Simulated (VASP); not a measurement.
# PbS in VASP: further runs

Runs on PbS. Level: PBE. Tasks: relaxation of the atoms, single point.

Program: VASP 6.6.1. These are calculated values, not measurements. Logs are shortened: lines on timing, memory, paths and dates and some standing lists are left out, and cuts for length are marked.

### Step 1. The cell of the first run

The cell holds a slab with vacuum, 8 atoms: a = 4.193 Å, b = 4.193 Å, c = 26.895 Å, α = 90.00°, β = 90.00°, γ = 90.00°.

### Step 2. Relaxation of the atoms, PBE

Contents of INCAR:

```
ALGO     = Normal         # electronic algorithm
DIPOL    = 0.5 0.5 0.500
EDIFF    = 1E-7           # SCF threshold, eV
EDIFFG   = -0.04          # ionic threshold
ENCUT    = 450            # plane-wave cutoff, eV
GGA      = PE             # functional
GGA_COMPAT= F            
IBRION   = 2              # ionic algorithm
IDIPOL   = 3            
ISIF     = 2              # what is computed and relaxed
ISMEAR   = 0              # smearing method
KPAR     = 4            
LASPH    = T              # aspherical terms in the spheres
LCHARG   = F              # write CHGCAR
LDIPOL   = T            
LREAL    = F              # projectors in reciprocal space
LWAVE    = F              # write WAVECAR
NELM     = 120            # most SCF steps
NELMDL   = -8           
NELMIN   = 4            
NSW      = 60             # ionic steps
PREC     = Accurate       # precision mode
SIGMA    = 0.05           # smearing width, eV
```

Contents of KPOINTS:

```
k-points
0
Gamma
  6 6 1
```

Contents of POSCAR:

```
PbS
1.0
    4.1931432100      0.0000000000      0.0000000000
    0.0000000000      4.1931432100      0.0000000000
    0.0000000000      0.0000000000     26.8950000249
Pb S
4 4
Selective dynamics
Direct
    0.5000000000      0.5000000000      0.3346346902  F F F
    0.0000000000      0.0000000000      0.4448782301  F F F
    0.5000000000      0.5000000000      0.5551217699  T T T
    0.0000000000      0.0000000000      0.6653653098  T T T
    0.0000000000      0.0000000000      0.3346346902  F F F
    0.5000000000      0.5000000000      0.4448782301  F F F
    0.0000000000      0.0000000000      0.5551217699  T T T
    0.5000000000      0.5000000000      0.6653653098  T T T
```

Potentials or basis: VASP PAW PBE potentials, release 64 (Pb_d, S).

Command:

```sh
$ cat potpaw_PBE.64/Pb_d/POTCAR potpaw_PBE.64/S/POTCAR > POTCAR
$ mpirun -np 4 vasp_std > vasp.out
```

OUTCAR:

```text
EDIFF = 1E-7
   EDIFFG = -0.04
   ENCUT = 450
   GGA = PE
   IBRION = 2
   ISIF = 2
   ISMEAR = 0
   LASPH = T
   LREAL = F
   NELM = 120
   NELMDL = -8
   NELMIN = 4
   NSW = 60
   PREC = Accurate

 ion  position               nearest neighbor table
   1  0.500  0.500  0.335-   5 2.96   5 2.96   5 2.96   5 2.96   6 2.97
   2  0.000  0.000  0.445-   6 2.96   6 2.96   6 2.96   6 2.96   7 2.97   5 2.97
   3  0.500  0.500  0.555-   7 2.96   7 2.96   7 2.96   7 2.96   6 2.97   8 2.97
   4  0.000  0.000  0.665-   8 2.96   8 2.96   8 2.96   8 2.96   7 2.97
   5  0.000  0.000  0.335-   1 2.96   1 2.96   1 2.96   1 2.96   2 2.97
   6  0.500  0.500  0.445-   2 2.96   2 2.96   2 2.96   2 2.96   3 2.97   1 2.97
   7  0.000  0.000  0.555-   3 2.96   3 2.96   3 2.96   3 2.96   2 2.97   4 2.97
   8  0.500  0.500  0.665-   4 2.96   4 2.96   4 2.96   4 2.96   3 2.97

  LATTYP: Found a simple tetragonal cell.
 ALAT       =     4.1931432100
 C/A-ratio  =     6.4140428022

  Lattice vectors:

 A1 = (   4.1931432100,   0.0000000000,   0.0000000000)
 A2 = (   0.0000000000,   4.1931432100,   0.0000000000)
 A3 = (   0.0000000000,   0.0000000000,  26.8950000249)

Analysis of symmetry for initial positions (statically):
=====================================================================
 Subroutine PRICEL returns:
 Original cell was already a primitive cell.

 Routine SETGRP: Setting up the symmetry group for a
 simple tetragonal supercell.

 Subroutine GETGRP returns: Found 16 space group operations
 (whereof  8 operations were pure point group operations)
 out of a pool of 16 trial point group operations.

The static configuration has the point symmetry C_4v.
 The point group associated with its full space group is D_4h.

Analysis of symmetry for dynamics (positions and initial velocities):
=====================================================================
 Subroutine PRICEL returns:
 Original cell was already a primitive cell.

 Routine SETGRP: Setting up the symmetry group for a
 simple tetragonal supercell.

 Subroutine GETGRP returns: Found 16 space group operations
 (whereof  8 operations were pure point group operations)
 out of a pool of 16 trial point group operations.

The dynamic configuration has the point symmetry C_4v.
 The point group associated with its full space group is D_4h.

Analysis of constrained symmetry for selective dynamics:
=====================================================================
 Subroutine PRICEL returns:
 Original cell was already a primitive cell.

 Routine SETGRP: Setting up the symmetry group for a
 simple tetragonal supercell.

 Subroutine GETGRP returns: Found  8 space group operations
 (whereof  8 operations were pure point group operations)
 out of a pool of 16 trial point group operations.

The constrained configuration has the point symmetry C_4v.

 Subroutine INISYM returns: Found  8 space group operations
 (whereof  8 operations are pure point group operations),
 and found     1 'primitive' translations

----------------------------------------------------------------------------------------

                                     Primitive cell

  volume of cell :     472.8800

  direct lattice vectors                    reciprocal lattice vectors
     4.193143210  0.000000000  0.000000000     0.238484581  0.000000000  0.000000000
     0.000000000  4.193143210  0.000000000     0.000000000  0.238484581  0.000000000
     0.000000000  0.000000000 26.895000025     0.000000000  0.000000000  0.037181632

  length of vectors
     4.193143210  4.193143210 26.895000025     0.238484581  0.238484581  0.037181632

  position of ions in fractional coordinates (direct lattice)
     0.500000000  0.500000000  0.334634690
     0.000000000  0.000000000  0.444878230
     0.500000000  0.500000000  0.555121770
     0.000000000  0.000000000  0.665365310
     0.000000000  0.000000000  0.334634690
     0.500000000  0.500000000  0.444878230
     0.000000000  0.000000000  0.555121770
     0.500000000  0.500000000  0.665365310

  ion indices of the primitive-cell ions
   primitive index   ion index
                 1           1
                 2           2
                 3           3
                 4           4
                 5           5
                 6           6
                 7           7
                 8           8

----------------------------------------------------------------------------------------

 KPOINTS: k-points

Automatic generation of k-mesh.
 Grid dimensions read from file:
 generate k-points for:    6    6    1

 Generating k-lattice:

  Cartesian coordinates                     Fractional coordinates (reciprocal lattice)
     0.039747430  0.000000000  0.000000000     0.166666667  0.000000000  0.000000000
     0.000000000  0.039747430  0.000000000     0.000000000  0.166666667  0.000000000
     0.000000000  0.000000000  0.037181632     0.000000000  0.000000000  1.000000000

  Length of vectors
     0.039747430  0.039747430  0.037181632

  Shift w.r.t. Gamma in fractional coordinates (k-lattice)
     0.000000000  0.000000000  0.000000000

 Subroutine IBZKPT returns following result:
 ===========================================

 Found     10 irreducible k-points:

 Following reciprocal coordinates:
            Coordinates               Weight
  0.000000  0.000000  0.000000      1.000000
  0.166667  0.000000  0.000000      4.000000
  0.333333  0.000000  0.000000      4.000000
  0.500000  0.000000  0.000000      2.000000
  0.166667  0.166667  0.000000      4.000000
  0.333333  0.166667  0.000000      8.000000
  0.500000  0.166667  0.000000      4.000000
  0.333333  0.333333  0.000000      4.000000
  0.500000  0.333333  0.000000      4.000000
  0.500000  0.500000  0.000000      1.000000
   k-points           NKPTS =     10   k-points in BZ     NKDIM =     10   number of bands    NBANDS=     48
   number of dos      NEDOS =    301   number of ions     NIONS =      8
   total plane-waves  NPLWV = 172800
   dimension x,y,z NGX =    30 NGY =   30 NGZ =  192
   dimension x,y,z NGXF=    60 NGYF=   60 NGZF=  384
   ions per type =               4   4
   NGX,Y,Z   is equivalent  to a cutoff of  11.89, 11.89, 11.87 a.u.
   NGXF,Y,Z  is equivalent  to a cutoff of  23.79, 23.79, 23.74 a.u.
 SYSTEM =  unknown system
   PREC   = accura    normal or accurate (medium, high low for compatibility)
   ISTART =      0    job   : 0-new  1-cont  2-samecut
   ICHARG =      2    charge: 1-file 2-atom 10-const
   ISPIN  =      1    spin polarized calculation?
   LNONCOLLINEAR =      F non collinear calculations
   LSORBIT =      F    spin-orbit coupling
   LASPH  =      T    aspherical Exc in radial PAW
   ENCUT  =  450.0 eV  33.07 Ry    5.75 a.u.   7.25  7.25 46.52*2*pi/ulx,y,z
   NELM   =    120;   NELMIN=  4; NELMDL= -8     # of ELM steps
   EDIFF  = 0.1E-06   stopping-criterion for ELM
   LREAL  =      F    real-space projection
   EDIFFG = -.4E-01   stopping-criterion for IOM
   NSW    =     60    number of steps for IOM
   IBRION =      2    ionic relax: 0-MD 1-quasi-New 2-CG
   NFREE  =      1    steps in history (QN), initial steepest desc. (CG)
   ISIF   =      2    stress and relaxation
   ISYM   =      2    0-nonsym 1-usesym 2-fastsym
   POTIM  = 0.5000    time-step for ionic-motion
   TEBEG  =    0.0;   TEEND  =   0.0 temperature during run
   PSTRESS=    0.0 pullay stress
   NELECT =      80.0000    total number of electrons
   NUPDOWN=      -1.0000    fix difference up-down
   EMIN   =  10.00;   EMAX   =-10.00  energy-range for DOS
   EFERMI =   0.00;   METHOD = LEGACY
   ISMEAR =     0;   SIGMA  =   0.05  broadening in eV -4-tet -1-fermi 0-gaus
   EFERMI_NEDOS =   21; number of points for ismear=-14 and -15
   IALGO  =     38    algorithm
   IMIX   =      4    mixing-type and parameters
     AMIX     =   0.40;   BMIX     =  1.00
     AMIX_MAG =   1.60;   BMIX_MAG =  1.00
  volume/ion in A,a.u.               =      59.11       398.89
  Fermi-wavevector in a.u.,A,eV,Ry     =   0.905429  1.711013 11.154085  0.819802
  Thomas-Fermi vector in A             =   2.028996
   LORBIT       =      0    0 simple, 1 ext, 2 COOP (PROOUT), +10 PAW based schemes
   GGA     = PE    functional components
   LHFCALC =     F    Hartree Fock is set to
   AEXX    =    0.0000 exact exchange contribution
   IVDW    =     0    specifies the selected vdW correction
   LEPSILON=     F    determine dielectric tensor
   LRPA    =     F    only Hartree local field effects (RPA)
 conjugate gradient relaxation of ions
 non-spin polarized calculation
 Gauss-broadening in eV      SIGMA  =   0.05
  energy-cutoff  :      450.00
  volume of cell :      472.88
 maximum number of plane-waves:     10279
 NGX is ok and might be reduce to    30
   NGX = 15   NGY = 15   NGZ = 93

--------------------------------------- Ionic step        1  -------------------------------------------

 number of electron      80.0000007 magnetization

 Free energy of the ion-electron system (eV)
  ---------------------------------------------------
  ext. energy  EPLUGINS =         0.00000000
  ---------------------------------------------------
  free energy    TOTEN  =       -34.55800478 eV

  energy without entropy =      -34.55800478  energy(sigma->0) =      -34.55800478

------------------------ aborting loop because EDIFF is reached ----------------------------------------

  FORCE on cell =-STRESS in cart. coord.  units (eV):
  Direction    XX          YY          ZZ          XY          YZ          ZX
  --------------------------------------------------------------------------------------
  -------------------------------------------------------------------------------------
  Total        1.3144106      1.3144106     -1.3236426      0.0000000      0.0000000     -0.0000000
  in kB        4.4533898      4.4533898     -4.4846687      0.0000000      0.0000000     -0.0000000
  external PRESSURE =       1.4740369 kB  Pullay stress =       0.0000000 kB
[... 107 lines left out ...]
  FREE ENERGIE OF THE ION-ELECTRON SYSTEM (eV)
  ---------------------------------------------------
  free  energy   TOTEN  =       -34.6228288618 eV

  energy  without entropy=      -34.6228288618  energy(sigma->0) =      -34.62282886

 vacuum level on the upper side and lower side of the slab       (xc-potential included)         0.014        -0.030

[... ionic steps 4 to 13 ...]

--------------------------------------- Ionic step       14  -------------------------------------------

 number of electron      80.0000016 magnetization

------------------------ aborting loop because EDIFF is reached ----------------------------------------
[... 73 lines left out ...]
  FREE ENERGIE OF THE ION-ELECTRON SYSTEM (eV)
  ---------------------------------------------------
  free  energy   TOTEN  =       -34.6468085675 eV

  energy  without entropy=      -34.6468085675  energy(sigma->0) =      -34.64680857

 dipolmoment           0.000000      0.000000     -0.000046 electrons x Angstroem

--------------------------------------- Ionic step       16  -------------------------------------------

 number of electron      80.0000010 magnetization

 dipolmoment           0.000000      0.000000      0.000177 electrons x Angstroem

 Free energy of the ion-electron system (eV)
  ---------------------------------------------------
  ext. energy  EPLUGINS =         0.00000000
  ---------------------------------------------------
  free energy    TOTEN  =       -34.64764151 eV

  energy without entropy =      -34.64764151  energy(sigma->0) =      -34.64764151

 E-fermi :   0.2219     XC(G=0):  -4.7398

 val. band max:       -0.0647917820   @ k =   0.5000   0.0000   0.0000
 cond. band min:       1.1809179342   @ k =   0.5000   0.0000   0.0000
 fundamental gap:      1.2457097162
 Fermi energy:         0.2219025118

 k-point     1 :       0.0000    0.0000    0.0000
  band No.  band energies     occupation
      1     -16.7033      2.00000
      2     -16.6385      2.00000
      3     -16.6082      2.00000
      4     -16.6082      2.00000
      5     -16.5872      2.00000
      6     -16.5715      2.00000
[... 499 lines left out ...]
     47       5.1292      0.00000
     48       5.1292      0.00000

------------------------ aborting loop because EDIFF is reached ----------------------------------------

 vacuum level on the upper side and lower side of the slab       (xc-potential included)        -0.007        -0.010

  FORCE on cell =-STRESS in cart. coord.  units (eV):
  Direction    XX          YY          ZZ          XY          YZ          ZX
  --------------------------------------------------------------------------------------
  -------------------------------------------------------------------------------------
  Total        1.6501020      1.6501020     -2.0984914      0.0000000      0.0000000      0.0000000
  in kB        5.5907547      5.5907547     -7.1099546      0.0000000      0.0000000      0.0000000
  external PRESSURE =       1.3571849 kB  Pullay stress =       0.0000000 kB
[... 23 lines left out ...]
  FREE ENERGIE OF THE ION-ELECTRON SYSTEM (eV)
  ---------------------------------------------------
  free  energy   TOTEN  =       -34.6476415099 eV

  energy  without entropy=      -34.6476415099  energy(sigma->0) =      -34.64764151

 reached required accuracy - stopping structural energy minimisation

 vacuum level on the upper side and lower side of the slab         4.278         4.276
```

It took 21 min on 4 MPI ranks of AMD EPYC 7R43 (Zen 3), shared host; peak memory 0.49 GiB.

Results:

* Free energy: -34.6476 eV
* Energy gained by relaxing: 11.2 meV/atom
* Ionic steps: 16
* Band gap on the k mesh: 1.25 eV

The path:
```
step  energy change (eV)  largest force on free atoms (eV/Å)  pressure (GPa)
   1              0.0000                              0.4684            0.15
   2             -0.0216                              0.4105            0.17
   3             -0.0648                              0.1927            0.28
   4              0.0049                              0.9016            0.75
   5             -0.0704                              0.1181            0.33
   6             -0.0709                              0.1668            0.36
   7             -0.0735                              0.1218            0.35
   8             -0.0775                              0.1499            0.30
   9             -0.0795                              0.1256            0.29
  10             -0.0834                              0.0686            0.24
  11             -0.0815                              0.2658            0.16
  12             -0.0841                              0.1405            0.21
  13             -0.0858                              0.1195            0.19
  14             -0.0886                              0.0607            0.14
  15             -0.0888                              0.0637            0.12
  16             -0.0896                              0.0270            0.14
```

Final structure:
```yaml
crystal:
  lattice:
    - [4.19314, 0.00000, 0.00000]
    - [0.00000, 4.19314, 0.00000]
    - [0.00000, 0.00000, 26.89500]
  atoms:
    - { symbol: Pb, position: [0.50000, 0.50000, 0.33463] }
    - { symbol: Pb, position: [0.00000, 0.00000, 0.44488] }
    - { symbol: Pb, position: [0.50000, 0.50000, 0.56328] }
    - { symbol: Pb, position: [0.00000, 0.00000, 0.66941] }
    - { symbol: S, position: [0.00000, 0.00000, 0.33463] }
    - { symbol: S, position: [0.50000, 0.50000, 0.44488] }
    - { symbol: S, position: [0.00000, 0.00000, 0.56586] }
    - { symbol: S, position: [0.50000, 0.50000, 0.66725] }
```

Caveat: spin-orbit coupling is left out, which moves the levels of the heavy elements.

### Step 3. Single point, PBE

Contents of INCAR:

```
ALGO = Normal ; DIPOL = 0.5 0.5 0.503
EDIFF = 1E-6 ; ENCUT = 520
GGA = PE ; IDIPOL = 3
ISIF = 2 ; ISMEAR = 0
LASPH = True ; LCHARG = True
LDIPOL = True ; LELF = True
LREAL = False ; LVACPOTAV = True
LVHAR = True ; LWAVE = False
NBANDS = 50 ; NELM = 60
PREC = Accurate ; SIGMA = 0.05
```

KPOINTS is that of step 2.

Contents of POSCAR:

```
PbS
1.0
    4.1931432100      0.0000000000      0.0000000000
    0.0000000000      4.1931432100      0.0000000000
    0.0000000000      0.0000000000     26.8950000249
Pb S
4 4
Direct
    0.5000000000      0.5000000000      0.3346346902
    0.0000000000      0.0000000000      0.4448782301
    0.5000000000      0.5000000000      0.5636142055
    0.0000000000      0.0000000000      0.6692697222
    0.0000000000      0.0000000000      0.3346346902
    0.5000000000      0.5000000000      0.4448782301
    0.0000000000      0.0000000000      0.5656926995
    0.5000000000      0.5000000000      0.6677437289
```

Potentials or basis: VASP PAW PBE potentials, release 64 (Pb_d, S).

Command:

```sh
$ cat potpaw_PBE.64/Pb_d/POTCAR potpaw_PBE.64/S/POTCAR > POTCAR
$ mpirun -np 1 vasp_std > vasp.out
```

Wall time 11 min (1 thread of AMD EPYC 7R13, shared host); peak memory 0.55 GiB.

Results (log left out):

```yaml
Free_energy: -34.6474 eV
Largest_force: 0.425 eV/Å
Band_gap_on_the_k_mesh: 1.24 eV
```

Forces on the atoms (eV/Å):
```
Pb   0.000  0.000  0.362
Pb   0.000  0.000 -0.286
Pb   0.000  0.000  0.013
Pb   0.000  0.000  0.005
S    0.000  0.000  0.349
S    0.000  0.000 -0.425
S    0.000  0.000 -0.011
S    0.000  0.000 -0.007
```

Levels at points of the mesh, in eV from the valence-band top:
```tsv
k point	band 36	band 37	band 38	band 39	band 40	band 41	band 42	band 43	band 44	band 45
(0.00, 0.00, 0.00)	-1.96	-1.80	-1.80	-1.16	-0.79	1.86	2.79	3.92	4.14	4.51
(0.50, 0.00, 0.00)	-1.11	-0.22	-0.20	-0.04	0.00	1.24	1.25	1.68	1.68	2.30
(0.50, 0.50, 0.00)	-3.16	-2.31	-2.27	-1.23	-1.14	2.81	2.93	4.46	4.50	4.50
```

Caveat: spin-orbit coupling is left out, which moves the levels of the heavy elements.
